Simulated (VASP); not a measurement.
# WC: single point with PBE

Crystal: WC.

```
W C
1.0
     2.92177    0.00000    0.00000
    -1.46089    2.53033    0.00000
     0.00000    0.00000    2.84708
W C
1 1
Cartesian
  0.0000 0.0000 0.0000
  1.4609 0.8434 1.4235
```

- Program: VASP 6.6.1
- Task: single point
- Functional: PBE
- Potentials or basis: VASP PAW PBE potentials, release 64 (W_sv, C)
- Cutoff: 520 eV
- k mesh: 18 × 18 × 14
- Occupations: gaussian, width 0.1 eV
- Spin: no spin polarisation
- Dipole correction: no
- Further INCAR settings: ALGO = Normal; EDIFF = 1e-06; NBANDS = 16

* Pressure: 1.1 GPa
* Band gap on the k mesh: zero (band 9 reaches 11.51 eV, above the bottom of band 10 at 10.31 eV)

Stress tensor (GPa, compression positive):
```
0.95 0.00 0.00
0.00 0.95 0.00
0.00 0.00 1.25
```

Levels at points of the mesh, in eV from the Fermi level:
| k point | band 5 | band 6 | band 7 | band 8 | band 9 | band 10 | band 11 | band 12 | band 13 | band 14 |
| --- | --- | --- | --- | --- | --- | --- | --- | --- | --- | --- |
| (0.00, 0.00, 0.00) | -14.33 | -4.22 | -3.27 | -3.27 | 0.11 | 3.18 | 3.18 | 5.56 | 5.56 | 6.28 |
| (0.50, 0.00, 0.00) | -11.03 | -6.96 | -3.53 | -3.49 | -0.46 | 2.32 | 4.45 | 4.79 | 6.79 | 9.58 |
| (0.00, 0.00, 0.50) | -10.38 | -8.55 | -1.98 | -1.98 | -0.56 | -0.56 | 3.65 | 4.49 | 4.49 | 9.89 |
| (0.50, 0.00, 0.50) | -11.19 | -6.36 | -4.24 | -4.14 | 0.27 | 4.34 | 5.22 | 6.52 | 9.05 | 9.96 |

Wall time 26 s on 1 thread of Intel(R) Xeon(R) 6975P-C (Granite Rapids), with other jobs on the host, peak memory 0.22 GiB.

Caveat: spin-orbit coupling is left out, which moves the levels of the heavy elements.
